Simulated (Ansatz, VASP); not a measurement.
In2BiP in VASP and in Ansatz

The input INCAR:

```
ALGO = Normal
EDIFF = 1E-7
ENCUT = 520
GGA = PE
ISIF = 2
ISMEAR = -1
LASPH = T
LCHARG = F
LREAL = F
LWAVE = F
NBANDS = 31
NELM = 80
PREC = Accurate
SIGMA = 0.02
```

The input KPOINTS:

```
k-points
0
Gamma
  6 6 4
```

The input POSCAR:

```
In2BiP
1.0
    4.5539681496      0.0000000000      0.0000000000
    0.0000000000      4.5539681496      0.0000000000
    0.0000000000      0.0000000000      6.5135606791
P In Bi
1 2 1
Direct
    0.0000000000      0.0000000000      0.0000000000
    0.0000000000      0.5000000000      0.7820975152
    0.5000000000      0.0000000000      0.2179024848
    0.5000000000      0.5000000000      0.5000000000
```

Input for Ansatz:

```yaml
crystal:
  lattice:
    - [4.5539681496, 0.0, 0.0]
    - [0.0, 4.5539681496, 0.0]
    - [0.0, 0.0, 6.5135606791]
  atoms:
    - { symbol: P, position: [0.0, 0.0, 0.0] }
    - { symbol: In, position: [0.0, 0.5, 0.7820975152] }
    - { symbol: Bi, position: [0.5, 0.5, 0.5] }
    - { symbol: In, position: [0.5, 0.0, 0.2179024848] }
kpoints:
  mp_grid: { grid: [6, 6, 4] }
hamiltonian:
  xc: pbe
scf:
  occupations: { method: fermi_dirac, width: 0.02 }
  n_extra_bands: 5
output:
  forces: true
  stress: true
  eigenvalues: true
```

Alike in both runs: task single point; functional PBE; k mesh 6 × 6 × 4; occupations fermi-dirac, width 0.02 eV; no spin polarisation.

|  | VASP | Ansatz |
| --- | --- | --- |
| version | VASP 6.6.1 | Ansatz 0.2.0 |
| potentials or method | VASP PAW PBE potentials, release 64 (P, In_d, Bi_d) | plane waves, PAW |
| plane-wave cutoff (eV) | 520 | 420 |
| valence electrons in the cell | 46 | 46 |

Ansatz gave:

```
pressure (GPa)                     : -1.1
rms of the force components (eV/Å) : 0.004
```

**Question.** What did VASP give for the same quantities?

**Answer.** Pressure (GPa): -1.2; rms of the force components (eV/Å): 0.004.

Spin-orbit coupling is off throughout.
